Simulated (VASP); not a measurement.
Here is a VASP 6.6.1 calculation.

Contents of INCAR:

```
PREC = Accurate
ENCUT = 520
EDIFF = 1E-6
ISMEAR = 0
SIGMA = 0.01
LREAL = F
LASPH = T
NELM = 100
ALGO = Normal
ISIF = 2
LWAVE = F
LCHARG = F
GGA = PE
NBANDS = 14
```

The input KPOINTS:

```
regular mesh
0
Gamma
  1 1 1
```

Contents of POSCAR:

```
F
1.0
   13.0000000000      0.0000000000      0.0000000000
    0.0000000000     13.3000000000      0.0000000000
    0.0000000000      0.0000000000     13.6000000000
F
2
Direct
    0.4456150396      0.5000000000      0.5000000000
    0.5543849604      0.5000000000      0.5000000000
```

Potentials or basis: VASP PAW PBE potentials, release 64 (F).

Command:

```sh
$ cat potpaw_PBE.64/F/POTCAR > POTCAR
$ mpirun -np 1 vasp_gam > vasp.out
```

(1) Predict the gap between the frontier levels.

(2) What does it give for the largest force?

## Answers

(1) 3.53 eV.

(2) 0.375 eV/Å.
